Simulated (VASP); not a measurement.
# Br (Cmce) in VASP: notebook, part 2 of 2

VASP 6.6.1. Earlier steps stand in the parts before.

### Step 4. Single point, PBE+D3(BJ)

This run uses another cell than the first one, of 33.99 Å³/atom, 1.061 times its volume.

INCAR

```
SYSTEM = Br
PREC     = Accurate       ! precision mode
ENCUT    = 520            ! plane-wave cutoff, eV
EDIFF    = 1E-7           ! SCF threshold, eV
ISMEAR   = 0              ! smearing method
SIGMA    = 0.02           ! smearing width, eV
LREAL    = .False.        ! projectors in reciprocal space
LASPH    = .True.         ! aspherical terms in the spheres
NELM     = 60             ! most SCF steps
ALGO     = Normal         ! electronic algorithm
ISIF     = 2              ! what is computed and relaxed
LWAVE    = .False.        ! write WAVECAR
LCHARG   = .True.         ! write CHGCAR
GGA      = PE             ! functional
IVDW     = 12             ! dispersion correction
LELF     = .True.         ! ELF
LVHAR    = .True.       
NBANDS   = 22             ! bands
```

KPOINTS

```
Automatic mesh
0
Gamma
  8 8 4
  0 0 0
```

POSCAR

```
Br
1.0
    3.3632500000     -2.3225500000      0.0000000000
    3.3632500000      2.3225500000      0.0000000000
    0.0000000000      0.0000000000      8.7023000000
Br
4
Direct
    0.8687843108      0.1312156892      0.1164476504
    0.6312156892      0.3687843108      0.6164476504
    0.1312156892      0.8687843108      0.8835523496
    0.3687843108      0.6312156892      0.3835523496
```

Potentials or basis: VASP PAW PBE potentials, release 64 (Br).

On the command line:

```
cat potpaw_PBE.64/Br/POTCAR > POTCAR
mpirun -np 1 vasp_std > vasp.out
```

OUTCAR:

```text
SYSTEM = Br
   PREC = Accurate
   ENCUT = 520
   EDIFF = 1E-7
   ISMEAR = 0
   LREAL = .False.
   LASPH = .True.
   NELM = 60
   ISIF = 2
   GGA = PE
   IVDW = 12
 IVDW          = 12

 ion  position               nearest neighbor table
   1  0.869  0.131  0.116-   3 2.37
   2  0.631  0.369  0.616-   4 2.37
   3  0.131  0.869  0.884-   1 2.37
   4  0.369  0.631  0.384-   2 2.37

  LATTYP: Found a base centered orthorhombic cell.
 ALAT       =     4.6451000000
 B/A-ratio  =     1.4480850789
 C/A-ratio  =     1.8734365245

  Lattice vectors:

 A1 = (  -3.3632500000,  -2.3225500000,   0.0000000000)
 A2 = (   3.3632500000,  -2.3225500000,   0.0000000000)
 A3 = (   0.0000000000,   0.0000000000,   8.7023000000)

Analysis of symmetry for initial positions (statically):
=====================================================================
 Subroutine PRICEL returns:
 Original cell was already a primitive cell.

 Routine SETGRP: Setting up the symmetry group for a
 base centered orthorhombic supercell.

 Subroutine GETGRP returns: Found  8 space group operations
 (whereof  4 operations were pure point group operations)
 out of a pool of  8 trial point group operations.

The static configuration has the point symmetry C_2h.
 The point group associated with its full space group is D_2h.

Analysis of symmetry for dynamics (positions and initial velocities):
=====================================================================
 Subroutine PRICEL returns:
 Original cell was already a primitive cell.

 Routine SETGRP: Setting up the symmetry group for a
 base centered orthorhombic supercell.

 Subroutine GETGRP returns: Found  8 space group operations
 (whereof  4 operations were pure point group operations)
 out of a pool of  8 trial point group operations.

The dynamic configuration has the point symmetry C_2h.
 The point group associated with its full space group is D_2h.

 Subroutine INISYM returns: Found  8 space group operations
 (whereof  4 operations are pure point group operations),
 and found     1 'primitive' translations

----------------------------------------------------------------------------------------

                                     Primitive cell

  volume of cell :     135.9528

  direct lattice vectors                    reciprocal lattice vectors
     3.363250000 -2.322550000  0.000000000     0.148665725 -0.215280618  0.000000000
     3.363250000  2.322550000  0.000000000     0.148665725  0.215280618  0.000000000
     0.000000000  0.000000000  8.702300000     0.000000000  0.000000000  0.114912150

  length of vectors
     4.087259359  4.087259359  8.702300000     0.261624239  0.261624239  0.114912150

  position of ions in fractional coordinates (direct lattice)
     0.868784311  0.131215689  0.116447650
     0.631215689  0.368784311  0.616447650
     0.131215689  0.868784311  0.883552350
     0.368784311  0.631215689  0.383552350

  ion indices of the primitive-cell ions
   primitive index   ion index
                 1           1
                 2           2
                 3           3
                 4           4

----------------------------------------------------------------------------------------

 KPOINTS: Automatic mesh

Automatic generation of k-mesh.
 Grid dimensions read from file:
 generate k-points for:    8    8    4

 Generating k-lattice:

  Cartesian coordinates                     Fractional coordinates (reciprocal lattice)
     0.018583216 -0.026910077  0.000000000     0.125000000  0.000000000  0.000000000
     0.018583216  0.026910077  0.000000000     0.000000000  0.125000000  0.000000000
     0.000000000  0.000000000  0.028728037     0.000000000  0.000000000  0.250000000

  Length of vectors
     0.032703030  0.032703030  0.028728037

  Shift w.r.t. Gamma in fractional coordinates (k-lattice)
     0.000000000  0.000000000  0.000000000

 Subroutine IBZKPT returns following result:
 ===========================================

 Found     63 irreducible k-points:

 Following reciprocal coordinates:
            Coordinates               Weight
  0.000000  0.000000  0.000000      1.000000
  0.125000 -0.000000  0.000000      4.000000
  0.250000 -0.000000  0.000000      4.000000
  0.375000 -0.000000  0.000000      4.000000
  0.500000 -0.000000  0.000000      2.000000
  0.125000  0.125000  0.000000      2.000000
[... 16 lines left out ...]
  0.125000 -0.000000  0.250000      8.000000
  0.250000 -0.000000  0.250000      8.000000
 [... further k-points ...]
   k-points           NKPTS =     63   k-points in BZ     NKDIM =     63   number of bands    NBANDS=     22
   number of dos      NEDOS =    301   number of ions     NIONS =      4
   total plane-waves  NPLWV =  63000
   dimension x,y,z NGX =    30 NGY =   30 NGZ =   70
   dimension x,y,z NGXF=    60 NGYF=   60 NGZF=  140
   ions per type =               4
   NGX,Y,Z   is equivalent  to a cutoff of  12.20, 12.20, 13.37 a.u.
   NGXF,Y,Z  is equivalent  to a cutoff of  24.40, 24.40, 26.75 a.u.
 SYSTEM =  Br
   PREC   = accura    normal or accurate (medium, high low for compatibility)
   ISTART =      0    job   : 0-new  1-cont  2-samecut
   ICHARG =      2    charge: 1-file 2-atom 10-const
   ISPIN  =      1    spin polarized calculation?
   LNONCOLLINEAR =      F non collinear calculations
   LSORBIT =      F    spin-orbit coupling
   LASPH  =      T    aspherical Exc in radial PAW
   ENCUT  =  520.0 eV  38.22 Ry    6.18 a.u.   7.60  7.60 16.18*2*pi/ulx,y,z
   NELM   =     60;   NELMIN=  2; NELMDL= -5     # of ELM steps
   EDIFF  = 0.1E-06   stopping-criterion for ELM
   LREAL  =      F    real-space projection
   EDIFFG = 0.1E-05   stopping-criterion for IOM
   NSW    =      0    number of steps for IOM
   IBRION =     -1    ionic relax: 0-MD 1-quasi-New 2-CG
   NFREE  =      0    steps in history (QN), initial steepest desc. (CG)
   ISIF   =      2    stress and relaxation
   ISYM   =      2    0-nonsym 1-usesym 2-fastsym
   POTIM  = 0.5000    time-step for ionic-motion
   TEBEG  =    0.0;   TEEND  =   0.0 temperature during run
   PSTRESS=    0.0 pullay stress
   NELECT =      28.0000    total number of electrons
   NUPDOWN=      -1.0000    fix difference up-down
   EMIN   =  10.00;   EMAX   =-10.00  energy-range for DOS
   EFERMI =   0.00;   METHOD = LEGACY
   ISMEAR =     0;   SIGMA  =   0.02  broadening in eV -4-tet -1-fermi 0-gaus
   EFERMI_NEDOS =   21; number of points for ismear=-14 and -15
   IALGO  =     38    algorithm
   IMIX   =      4    mixing-type and parameters
     AMIX     =   0.40;   BMIX     =  1.00
     AMIX_MAG =   1.60;   BMIX_MAG =  1.00
  volume/ion in A,a.u.               =      33.99       229.36
  Fermi-wavevector in a.u.,A,eV,Ry     =   0.966788  1.826965 12.717090  0.934680
  Thomas-Fermi vector in A             =   2.096619
   LORBIT       =      0    0 simple, 1 ext, 2 COOP (PROOUT), +10 PAW based schemes
   GGA     = PE    functional components
   LHFCALC =     F    Hartree Fock is set to
   AEXX    =    0.0000 exact exchange contribution
   IVDW    =    12    specifies the selected vdW correction
   LEPSILON=     F    determine dielectric tensor
   LRPA    =     F    only Hartree local field effects (RPA)
 non-spin polarized calculation
 Gauss-broadening in eV      SIGMA  =   0.02
  energy-cutoff  :      520.00
  volume of cell :      135.95
 maximum number of plane-waves:      3697
   NGX = 15   NGY = 15   NGZ = 33

 number of electron      27.9999999 magnetization

 Free energy of the ion-electron system (eV)
  ---------------------------------------------------
  ext. energy  EPLUGINS =         0.00000000
  ---------------------------------------------------
  free energy    TOTEN  =        -6.44312386 eV

  energy without entropy =       -6.44312386  energy(sigma->0) =       -6.44312386

 E-fermi :  -0.3112     XC(G=0):  -7.8825

 val. band max:       -0.4346320541   @ k =   0.5000  -0.0000   0.5000
 cond. band min:       1.1638357707   @ k =   0.0000   0.0000   0.0000
 fundamental gap:      1.5984678248
 Fermi energy:        -0.3112116266

 k-point     1 :       0.0000    0.0000    0.0000
  band No.  band energies     occupation
      1     -15.9991      2.00000
      2     -15.5865      2.00000
      3     -13.6659      2.00000
      4     -12.8874      2.00000
      5      -5.1392      2.00000
      6      -4.0671      2.00000
[... 589 lines left out ...]
     21       8.7674      0.00000
     22       9.0632      0.00000

 [... further k-points ...]

------------------------ aborting loop because EDIFF is reached ----------------------------------------

 Edisp (eV)   -0.83926

 E8    (eV) :    -0.3319

  FORCE on cell =-STRESS in cart. coord.  units (eV):
  Direction    XX          YY          ZZ          XY          YZ          ZX
  --------------------------------------------------------------------------------------
  -------------------------------------------------------------------------------------
  Total       0.03219    -1.34185    -1.21863     0.00000    -0.00000     0.00000
  in kB       0.37938   -15.81348   -14.36132     0.00000    -0.00000     0.00000
  external pressure =       -9.93 kB  Pullay stress =        0.00 kB

 VOLUME and BASIS-vectors are now :
 -----------------------------------------------------------------------------
  energy-cutoff  :      520.00
  volume of cell :      135.95
      direct lattice vectors                 reciprocal lattice vectors
     3.363250000 -2.322550000  0.000000000     0.148665725 -0.215280618  0.000000000
     3.363250000  2.322550000  0.000000000     0.148665725  0.215280618  0.000000000
     0.000000000  0.000000000  8.702300000     0.000000000  0.000000000  0.114912150

 POSITION                                       TOTAL-FORCE (eV/Angst)
 -----------------------------------------------------------------------------------
      3.36325     -1.71304      1.01336         0.000000      0.011145      0.006617
      3.36325     -0.60951      5.36451         0.000000     -0.011145      0.006617
      3.36325      1.71304      7.68894         0.000000     -0.011145     -0.006617
      3.36325      0.60951      3.33779         0.000000      0.011145     -0.006617
 -----------------------------------------------------------------------------------
    total drift:                                0.000000      0.000000      0.000000

  FREE ENERGIE OF THE ION-ELECTRON SYSTEM (eV)
  ---------------------------------------------------
  free  energy   TOTEN  =        -7.2823822671 eV

  energy  without entropy=       -7.2823822671  energy(sigma->0) =       -7.28238227
```

Wall time 2.3 min (1 thread of Intel Xeon Platinum 8488C (Sapphire Rapids), shared host); peak memory 0.31 GiB.

What came out:

* Free energy: -7.2824 eV
* Pressure: -1.0 GPa
* Largest force: 0.013 eV/Å
* Band gap on the k mesh: 1.60 eV, indirect (least direct gap 1.62 eV)
* Dispersion energy per atom: -0.210 eV

Forces in eV/Å, atoms in the order of the input:
```
Br   0.000  0.011  0.007
Br   0.000 -0.011  0.007
Br   0.000 -0.011 -0.007
Br   0.000  0.011 -0.007
```

Stress tensor (GPa, compression positive):
```
 0.04  0.00  0.00
 0.00 -1.58  0.00
 0.00  0.00 -1.44
```

Levels at points of the mesh, in eV from the valence-band top:
| k point | band 12 | band 13 | band 14 | band 15 | band 16 | band 17 |
| --- | --- | --- | --- | --- | --- | --- |
| (0.00, 0.00, 0.00) | -0.17 | -0.05 | -0.02 | 1.60 | 2.33 | 6.09 |
| (0.50, 0.00, 0.00) | -0.95 | -0.27 | -0.27 | 2.32 | 2.32 | 7.25 |
| (0.50, 0.50, 0.00) | -1.23 | -0.26 | -0.01 | 1.63 | 2.05 | 7.38 |
| (0.00, 0.00, 0.50) | -0.75 | -0.04 | -0.04 | 1.83 | 1.83 | 6.79 |
| (0.50, 0.00, 0.50) | -0.53 | 0.00 | 0.00 | 2.01 | 2.01 | 7.60 |
| (0.50, 0.50, 0.50) | -0.88 | -0.63 | -0.63 | 1.73 | 1.73 | 8.12 |

### Step 5. Single point, PBE+D3(BJ) (volume scaled by 1.10, then relaxed in part)

INCAR

```
SYSTEM = Br
PREC = Accurate
ENCUT = 520
EDIFF = 1E-6
ISMEAR = 0
SIGMA = 0.02
LREAL = .FALSE.
LASPH = .TRUE.
NELM = 80
ALGO = Normal
ISIF = 2
LWAVE = .FALSE.
LCHARG = .FALSE.
GGA = PE
IVDW = 12
NBANDS = 22
```

KPOINTS

```
regular mesh
0
G
  8 8 4
  0 0 0
```

POSCAR

```
Br
1.0
    3.7254980135     -2.1162544455      0.0000000000
    3.7254980135      2.1162544455      0.0000000000
    0.0000000000      0.0000000000      8.6754401584
Br
4
Direct
    0.8557352661      0.1442647339      0.1185146557
    0.6442647339      0.3557352661      0.6185146557
    0.1442647339      0.8557352661      0.8814853443
    0.3557352661      0.6442647339      0.3814853443
```

On the command line:

```
cat potpaw_PBE.64/Br/POTCAR > POTCAR
mpirun -np 1 vasp_std > vasp.out
```

Run time: 1.7 min. Hardware: 1 thread of Intel Xeon Platinum 8488C (Sapphire Rapids), shared host; peak memory 0.32 GiB.

Results (log left out):

| Item | Value |
| --- | --- |
| Free energy | -7.3597 eV |
| Pressure | -0.7 GPa |
| Largest force | 0.012 eV/Å |
| Band gap on the k mesh | 1.34 eV, indirect (the least direct gap lies 4.5 meV higher) |
| Dispersion energy per atom | -0.206 eV |

Forces on the atoms (eV/Å):
```
Br   0.000  0.010  0.006
Br   0.000 -0.010  0.006
Br   0.000 -0.010 -0.006
Br   0.000  0.010 -0.006
```

Levels at points of the mesh, in eV from the valence-band top:
| k point | band 10 | band 11 | band 12 | band 13 | band 14 | band 15 | band 16 | band 17 | band 18 | band 19 |
| --- | --- | --- | --- | --- | --- | --- | --- | --- | --- | --- |
| (0.00, 0.00, 0.00) | -1.57 | -1.34 | -0.52 | -0.49 | 0.00 | 1.35 | 2.26 | 5.69 | 6.62 | 7.04 |
| (0.50, 0.00, 0.00) | -2.05 | -1.32 | -1.32 | -0.62 | -0.62 | 2.38 | 2.38 | 6.91 | 6.91 | 8.90 |
| (0.50, 0.50, 0.00) | -1.96 | -1.68 | -1.42 | -0.55 | -0.16 | 1.35 | 2.14 | 7.00 | 7.78 | 8.29 |
| (0.00, 0.00, 0.50) | -1.77 | -1.06 | -1.06 | -0.23 | -0.23 | 1.65 | 1.65 | 6.32 | 6.32 | 7.92 |
| (0.50, 0.00, 0.50) | -2.13 | -0.72 | -0.72 | -0.09 | -0.09 | 1.80 | 1.80 | 7.25 | 7.25 | 8.26 |
| (0.50, 0.50, 0.50) | -1.93 | -1.14 | -1.14 | -0.80 | -0.80 | 1.62 | 1.62 | 8.02 | 8.02 | 8.89 |

Caveat: the cell differs from its parent crystal (volume scaled by 1.10, then relaxed in part). A k mesh can miss the band edges.

### Step 6. The runs side by side

```csv
cell,gap on the mesh (eV),pressure (GPa),largest force (eV/Å)
"a = 4.130, b = 4.130, c = 8.612 Å, angles 90.0, 90.0, 60.7°, 4 atoms",1.33,-0.3,-
"a = 4.195, b = 4.195, c = 8.640 Å, angles 90.0, 90.0, 60.1°, 4 atoms",1.33,-0.5,0.01
"a = 4.087, b = 4.087, c = 8.702 Å, angles 90.0, 90.0, 69.3°, 4 atoms",1.60,-1.0,0.01
"a = 4.285, b = 4.285, c = 8.675 Å, angles 90.0, 90.0, 59.2°, 4 atoms",1.34,-0.7,0.01
```

Alike in all rows: task single point; level PBE+D3(BJ); potentials or basis VASP PAW PBE potentials, release 64 (Br); no spin polarisation; k mesh 8 × 8 × 4; cutoff (eV) 520; smearing gaussian 0.02 eV.

Absolute energies hang on the potentials; compare differences alone.
